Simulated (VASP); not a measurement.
Here is a VASP 6.6.1 calculation.

The input INCAR:

```
  ALGO = Normal
  DIPOL = 0.5 0.5 0.488
  EDIFF = 1E-7
  ENCUT = 520
  GGA = PE
  IDIPOL = 3
  ISIF = 2
  ISMEAR = 0
  LASPH = True
  LCHARG = False
  LDIPOL = True
  LREAL = False
  LWAVE = False
  NBANDS = 14
  NELM = 60
  PREC = Accurate
  SIGMA = 0.1
```

KPOINTS

```
k-points
0
Gamma
  6 6 1
```

The input POSCAR:

```
NbH2
1.0
    3.2265280000      0.0000000000      0.0000000000
    0.0000000000      3.2265280000      0.0000000000
    0.0000000000      0.0000000000     16.0000000000
Nb H
1 2
Direct
    0.5000000000      0.5000000000      0.5356484400
    0.0000000000      0.5000000000      0.4643515600
    0.5000000000      0.0000000000      0.4643515600
```

Potentials or basis: VASP PAW PBE potentials, release 64 (Nb_sv, H).

Launch:

```bash
$ cat potpaw_PBE.64/Nb_sv/POTCAR potpaw_PBE.64/H/POTCAR > POTCAR
$ mpirun -np 1 vasp_std > vasp.out
```

Problem. What does it give for the largest force?

Solution. 0.844 eV/Å.

Forces on the atoms (eV/Å):
```
Nb   0.000  0.000 -0.844
H    0.000  0.000  0.422
H    0.000  0.000  0.422
```
